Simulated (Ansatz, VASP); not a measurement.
**P7Ru in VASP and in Ansatz**

File INCAR:

```
ALGO     = Normal         # electronic algorithm
EDIFF    = 1E-6           # SCF threshold, eV
EDIFFG   = -0.01          # ionic threshold
ENCUT    = 600            # plane-wave cutoff, eV
GGA      = PE             # functional
IBRION   = 2              # ionic algorithm
ISIF     = 3              # what is computed and relaxed
ISMEAR   = 0              # smearing method
LASPH    = T              # aspherical terms in the spheres
LCHARG   = F              # write CHGCAR
LREAL    = F              # projectors in reciprocal space
LWAVE    = F              # write WAVECAR
NELM     = 80             # most SCF steps
NSW      = 100            # ionic steps
PREC     = Accurate       # precision mode
SIGMA    = 0.1            # smearing width, eV
```

Contents of KPOINTS:

```
k-points
0
Gamma
  8 8 8
```

File POSCAR:

```
P7Ru
1.0
    0.0000000000      3.8514223095      3.8514223095
    3.8514223095      0.0000000000      3.8514223095
    3.8514223095      3.8514223095      0.0000000000
P Ru
7 1
Direct
    0.0000000000      0.0000000000      0.0000000000
    0.0000000000      0.5000000000      0.0000000000
    0.5000000000      0.0000000000      0.0000000000
    0.0000000000      0.5000000000      0.5000000000
    0.5000000000      0.0000000000      0.5000000000
    0.0000000000      0.0000000000      0.5000000000
    0.5000000000      0.5000000000      0.0000000000
    0.5000000000      0.5000000000      0.5000000000
```

Input for Ansatz:

```yaml
crystal:
  lattice:
    - [0.0, 3.8514223095, 3.8514223095]
    - [3.8514223095, 0.0, 3.8514223095]
    - [3.8514223095, 3.8514223095, 0.0]
  atoms:
    - { symbol: P, position: [0.0, 0.0, 0.0] }
    - { symbol: P, position: [0.0, 0.5, 0.0] }
    - { symbol: P, position: [0.5, 0.0, 0.0] }
    - { symbol: P, position: [0.0, 0.5, 0.5] }
    - { symbol: P, position: [0.5, 0.0, 0.5] }
    - { symbol: P, position: [0.0, 0.0, 0.5] }
    - { symbol: P, position: [0.5, 0.5, 0.0] }
    - { symbol: Ru, position: [0.5, 0.5, 0.5] }
basis:
  ecutwfc: 420
kpoints:
  mp_grid: { grid: [8, 8, 8] }
hamiltonian:
  xc: pbe
scf:
  occupations: { method: gaussian, width: 0.1 }
output:
  forces: true
  stress: true
  eigenvalues: true
relax:
  adjacent_minimum: "off"
  f_tol: 0.01
  max_steps: 80
  cell: { stress_tol: 0.05 }
```

Change from the starting cell: species swapped into the CuPt7 type (Fm-3m, No. 225).

Alike in both runs: task relaxation of cell and atoms; functional PBE; k mesh 8 × 8 × 8; occupations gaussian, width 0.1 eV; no spin polarisation.

|  | VASP | Ansatz |
| --- | --- | --- |
| version | VASP 6.6.1 | Ansatz 0.2.0 |
| potentials or method | VASP PAW PBE potentials, release 64 (P, Ru_pv), cutoff 600 eV | scalar-relativistic, plane waves, PAW |
| valence electrons in the cell | 49 | 51 |

Ansatz gave:

- gap on the k mesh at the Fermi level, each at its own relaxed structure (eV): none
- relaxed volume (Å³/atom): 14.24
- relaxed length of the cell vector where the two differ most in proportion (Å): 5.441

**Question.** What did VASP give for the same quantities?

**Answer.** gap on the k mesh at the Fermi level, each at its own relaxed structure (eV): none; relaxed volume (Å³/atom): 14.22; relaxed length of the cell vector where the two differ most in proportion (Å): 5.439.

A gap of «none» marks a metal or a gap that the smearing closes. VASP's potentials hold 49 valence electrons a cell and Ansatz's 51, so a difference there can come from the potentials and not from the codes.
